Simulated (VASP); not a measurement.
# ZrOs in VASP: further runs, part 3 of 3

VASP 6.6.1.

## (5) Electric field gradients, LDA (equal xy, yz and zx shear strains of +2 %)

The input, INCAR:

```
  PREC = Accurate
  ENCUT = 520
  EDIFF = 1E-8
  ISMEAR = -1
  SIGMA = 0.03
  LREAL = F
  LASPH = T
  NELM = 60
  ALGO = Normal
  ISIF = 2
  LWAVE = F
  LCHARG = F
  GGA = CA
  LEFG = T
  NBANDS = 17
```

The input, KPOINTS:

```
regular mesh
0
Gamma
  13 13 13
```

The input, POSCAR:

```
ZrOs
1.0
    3.2630000000      0.0326300000      0.0326300000
    0.0326300000      3.2630000000      0.0326300000
    0.0326300000      0.0326300000      3.2630000000
Zr Os
1 1
Direct
    0.5000000000      0.5000000000      0.5000000000
    0.0000000000      0.0000000000      0.0000000000
```

Potentials or basis: VASP PAW LDA potentials, release 64 (Zr_sv, Os).

Run with:

```
cat potpaw_LDA.64/Zr_sv/POTCAR potpaw_LDA.64/Os/POTCAR > POTCAR
mpirun -np 1 vasp_std > vasp.out
```

OUTCAR:

```text
PREC = Accurate
   ENCUT = 520
   EDIFF = 1E-8
   ISMEAR = -1
   LREAL = F
   LASPH = T
   NELM = 60
   ISIF = 2
   GGA = CA

 ion  position               nearest neighbor table
   1  0.500  0.500  0.500-   2 2.81   2 2.81   2 2.81   2 2.81   2 2.81   2 2.81   2 2.88   2 2.88

   2  0.000  0.000  0.000-   1 2.81   1 2.81   1 2.81   1 2.81   1 2.81   1 2.81   1 2.88   1 2.88

  LATTYP: Found a trigonal (rhomboedric) cell.
 ALAT       =     3.2633262837
 COS(alpha) =     0.0200959808

  Lattice vectors:

 A1 = (   3.2630000000,   0.0326300000,   0.0326300000)
 A2 = (   0.0326300000,   3.2630000000,   0.0326300000)
 A3 = (   0.0326300000,   0.0326300000,   3.2630000000)

Analysis of symmetry for initial positions (statically):
=====================================================================
 Subroutine PRICEL returns:
 Original cell was already a primitive cell.

 Routine SETGRP: Setting up the symmetry group for a
 trigonal (rhombohedral) supercell.

[... 669 lines left out ...]
     3.263000000  0.032630000  0.032630000     0.306527140 -0.003034922 -0.003034922
     0.032630000  3.263000000  0.032630000    -0.003034922  0.306527140 -0.003034922
     0.032630000  0.032630000  3.263000000    -0.003034922 -0.003034922  0.306527140

 POSITION                                       TOTAL-FORCE (eV/Angst)
 -----------------------------------------------------------------------------------
      1.66413      1.66413      1.66413        -0.000000      0.000000      0.000000
      0.00000      0.00000      0.00000         0.000000     -0.000000      0.000000
 -----------------------------------------------------------------------------------
    total drift:                                0.000000     -0.000000     -0.000000

  FREE ENERGIE OF THE ION-ELECTRON SYSTEM (eV)
  ---------------------------------------------------
  free  energy   TOTEN  =       -23.0362589226 eV

  energy  without entropy=      -23.0340428193  energy(sigma->0) =      -23.03515087

 Electric field gradients (V/A^2)
---------------------------------------------------------------------
 ion       V_xx      V_yy      V_zz      V_xy      V_xz      V_yz
---------------------------------------------------------------------
   1       0.000     0.000    -0.000     2.830     2.830     2.830
   2       0.000     0.000    -0.000    -5.485    -5.485    -5.485
---------------------------------------------------------------------

 Electric field gradients after diagonalization (V/A^2)
 (convention: |V_zz| > |V_xx| > |V_yy|)
----------------------------------------------------------------------
 ion       V_xx      V_yy      V_zz     asymmetry (V_yy - V_xx)/ V_zz
----------------------------------------------------------------------
   1      -2.830    -2.830     5.660       0.000
   2       5.485     5.485   -10.971       0.000
----------------------------------------------------------------------

           NMR quadrupolar parameters

 Cq : quadrupolar parameter    Cq=e*Q*V_zz/h
 eta: asymmetry parameters     (V_yy - V_xx)/ V_zz
 Q  : nuclear electric quadrupole moment in mb (millibarn)
----------------------------------------------------------------------
 ion       Cq(MHz)       eta       Q (mb)
----------------------------------------------------------------------
   1       0.014       0.000       1.000
   2      -0.027       0.000       1.000
----------------------------------------------------------------------
```

OSZICAR:

```text
N       E                     dE             d eps       ncg     rms          rms(c)
DAV:   1     0.145707827413E+03    0.14571E+03   -0.10600E+04  8230   0.115E+03
DAV:   2    -0.150962356191E+02   -0.16080E+03   -0.15363E+03  9023   0.346E+02
DAV:   3    -0.237964793456E+02   -0.87002E+01   -0.85951E+01 12650   0.661E+01
DAV:   4    -0.240952922995E+02   -0.29881E+00   -0.29801E+00  9499   0.844E+00
DAV:   5    -0.241016223518E+02   -0.63301E-02   -0.63289E-02 11299   0.119E+00    0.219E+01
DAV:   6    -0.232646262133E+02    0.83700E+00   -0.11399E+00  8370   0.790E+00    0.891E+00
DAV:   7    -0.230742361907E+02    0.19039E+00   -0.68430E-01  9903   0.575E+00    0.261E+00
DAV:   8    -0.230381491392E+02    0.36087E-01   -0.16699E-01 10606   0.274E+00    0.833E-01
DAV:   9    -0.230362055976E+02    0.19435E-02   -0.13096E-02  9228   0.103E+00    0.729E-02
DAV:  10    -0.230362515012E+02   -0.45904E-04   -0.24515E-04 10577   0.131E-01    0.349E-02
DAV:  11    -0.230362588079E+02   -0.73067E-05   -0.25095E-05 11473   0.339E-02    0.103E-02
DAV:  12    -0.230362589952E+02   -0.18730E-06   -0.95331E-07  9552   0.734E-03    0.444E-03
DAV:  13    -0.230362589227E+02    0.72486E-07   -0.87057E-08  9706   0.307E-03    0.631E-04
DAV:  14    -0.230362589226E+02    0.77080E-10   -0.49575E-09  4955   0.574E-04
   1 F= -.23036259E+02 E0= -.23035151E+02  d E =-.221610E-02
```

stdout:

```text
POSCAR found type information on POSCAR ZrOs
 POSCAR found :  2 types and       2 ions
 scaLAPACK will be used
 LDA part: xc-table for (Slater(with rela. corr.)+CA(PZ))
 , standard interpolation
 POSCAR, INCAR and KPOINTS ok, starting setup
 FFT: planning ... GRIDC
 FFT: planning ... GRID_SOFT
 FFT: planning ... GRID
 WAVECAR not read
 entering main loop
ion   1

ion   2
```

It took 1.9 min on 1 thread of AMD EPYC 7R13, shared host; peak memory 0.22 GiB.

Results:

- Free energy: -23.0363 eV
- Pressure: -6.9 GPa
- Band gap on the k mesh: zero (band 10 reaches 10.02 eV, above the bottom of band 11 at 8.97 eV)

Electric field gradients, principal values (V/Å²):
| atom | least | middle | greatest (by size) |
| --- | --- | --- | --- |
| 1 Zr | -2.830 | -2.830 | 5.660 |
| 2 Os | 5.485 | 5.485 | -10.971 |

Caveat: the cell differs from its parent crystal (equal xy, yz and zx shear strains of +2 %); without QUAD_EFG the Cq values of the log hold for a quadrupole moment of 1 mb, not for the nuclei; spin-orbit coupling is left out, which moves the levels of the heavy elements.

## (6) Summary

| cell | gap on the mesh (eV) | pressure (GPa) |
| --- | --- | --- |
| a = 3.306 Å, 2 atoms | none | -14.6 |
| a = 3.327 Å, 2 atoms | none | -17.7 |
| a = 3.263 Å, angles 88.8°, 2 atoms | none | -6.9 |

Alike in all rows: task electric field gradients; level LDA; potentials or basis VASP PAW LDA potentials, release 64 (Zr_sv, Os); no spin polarisation; k mesh 13 × 13 × 13; cutoff (eV) 520; smearing fermi-dirac 0.03 eV.

Caveats: spin-orbit coupling is left out, which moves the levels of the heavy elements.

Absolute energies hang on the potentials; compare differences alone.
